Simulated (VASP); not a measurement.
Wanted: the native input for a VASP 6.6.1 run.

```
Task                   : single point
Functional             : r2SCAN
Potentials or basis    : VASP PAW PBE potentials, release 64 (Au)
Cutoff                 : 520 eV
k mesh                 : 16 × 16 × 16
Occupations            : gaussian, width 0.1 eV
Spin                   : no spin polarisation
Dipole correction      : no
Further INCAR settings : ALGO = Normal; EDIFF = 1e-06; NBANDS = 18
```

Crystal: Au.

```
Au
1.0
     3.47190    0.00000    0.00000
     0.00000    3.22625    0.00000
     0.00000    0.00000    3.22625
Au
2
Direct
  0.00000 0.00000 0.00000
  0.50000 0.50000 0.50000
```

This cell differs from its parent crystal: uniaxial strain along a: +6.0 %.

These files were run (other wordings do the same):

POSCAR

```
Au
1.0
    3.4718985217      0.0000000000      0.0000000000
    0.0000000000      3.2262453244      0.0000000000
    0.0000000000      0.0000000000      3.2262453244
Au
2
Direct
    0.0000000000      0.0000000000      0.0000000000
    0.5000000000      0.5000000000      0.5000000000
```

INCAR.step1

```
SYSTEM = Au
PREC = Accurate ; ENCUT = 520
ISMEAR = 0 ; SIGMA = 0.1
LREAL = .False. ; LASPH = .True.
NELM = 100 ; NBANDS = 18
GGA = PE ; ALGO = Normal
EDIFF = 1E-4 ; LWAVE = .True.
LCHARG = .False.
```

INCAR.step2

```
SYSTEM = Au
PREC = Accurate ; ENCUT = 520
EDIFF = 1E-6 ; ISMEAR = 0
SIGMA = 0.1 ; LREAL = .False.
LASPH = .True. ; NELM = 100
ALGO = Normal ; ISIF = 2
LWAVE = .False. ; LCHARG = .False.
METAGGA = R2SCAN ; LMIXTAU = .True.
NBANDS = 18 ; ISTART = 1
```

KPOINTS

```
regular mesh
0
Gamma
  16 16 16
  0 0 0
```

Potentials or basis: VASP PAW PBE potentials, release 64 (Au).

Command:

```bash
$ cat potpaw_PBE.64/Au/POTCAR > POTCAR
$ cp INCAR.step1 INCAR
$ mpirun -np 1 vasp_std > vasp.out
$ cp INCAR.step2 INCAR
$ mpirun -np 1 vasp_std > vasp.out
```

Results of the run:

```
Pressure               : -3.4 GPa
Band gap on the k mesh : zero (bands 11 and 12 overlap by 5.80 eV)
```

Caveat: the cell differs from its parent crystal (uniaxial strain along a: +6.0 %); the cell stands under tension; the PAW data sets were made with another functional, which shifts forces and pressure a little; spin-orbit coupling is left out, which moves the levels of the heavy elements.

Wall time 11 min on 1 thread of Intel Xeon 8259CL (shared host), peak memory 0.32 GiB.
